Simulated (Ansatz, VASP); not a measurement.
# One calculation of CsTlAs, two programs

```
Cs Tl As
1.0
     5.07625    0.00000    0.00000
     0.00000    5.07625    0.00000
     0.00000    0.00000    8.85463
Cs Tl As
2 2 2
Direct
  0.50000 0.00000 0.30878
  0.00000 0.50000 0.69122
  0.50000 0.00000 0.80817
  0.00000 0.50000 0.19183
  0.00000 0.00000 0.00000
  0.50000 0.50000 0.00000
```

Alike in both runs: functional PBE; k mesh 4 × 4 × 2; occupations gaussian, width 0.1 eV; no spin polarisation.

Ansatz relaxed the structure, and its values are those at the end. VASP's run is a single point on that final structure, the one shown.

|  | VASP | Ansatz |
| --- | --- | --- |
| version | VASP 6.6.1 | Ansatz 0.2.0 |
| potentials or method | VASP PAW PBE potentials, release 64 (Cs_sv, Tl_d, As), cutoff 520 eV | scalar-relativistic, plane waves, PAW |
| valence electrons in the cell | 54 | 74 |

```tsv
	VASP	Ansatz	Ansatz less VASP
gap on the k mesh at the Fermi level (eV)	none	none	-
pressure (GPa)	0.2	0.1	-0.03
rms of the force components (eV/Å)	0.003	0.001	-0.0021
```

A gap of «none» marks a metal or a gap that the smearing closes. VASP's potentials hold 54 valence electrons a cell and Ansatz's 74, so a difference there can come from the potentials and not from the codes.

Neither program's run includes spin-orbit coupling.
